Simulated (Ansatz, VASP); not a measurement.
# La in VASP and in Ansatz

```
CELL_PARAMETERS angstrom
3.61565 0.00000 0.00000
-1.80783 3.13125 0.00000
0.00000 0.00000 11.59776
ATOMIC_POSITIONS crystal
La 0.00000 0.00000 0.00000
La 0.00000 0.00000 0.50000
La 0.33333 0.66667 0.75000
La 0.66667 0.33333 0.25000
```

Alike in both runs: task single point; functional PBEsol; k mesh 13 × 13 × 4; occupations fermi-dirac, width 0.1 eV; no spin polarisation.

```csv
,VASP,Ansatz
version,VASP 6.6.1,Ansatz 0.2.0
potentials or method,"VASP PAW PBE potentials, release 64 (La), cutoff 520 eV","plane waves (420 eV) with PAW, scalar-relativistic"
valence electrons in the cell,44,44
```

```tsv
	VASP	Ansatz	Ansatz less VASP
pressure (GPa)	1.1	1.0	-0.08
traceless stress, the component that is largest in VASP (GPa)	0.14	0.14	+0.003
```

VASP's potentials were made for PBE, not for PBEsol, and Ansatz warns of the same on its side.

Neither program's run includes spin-orbit coupling.
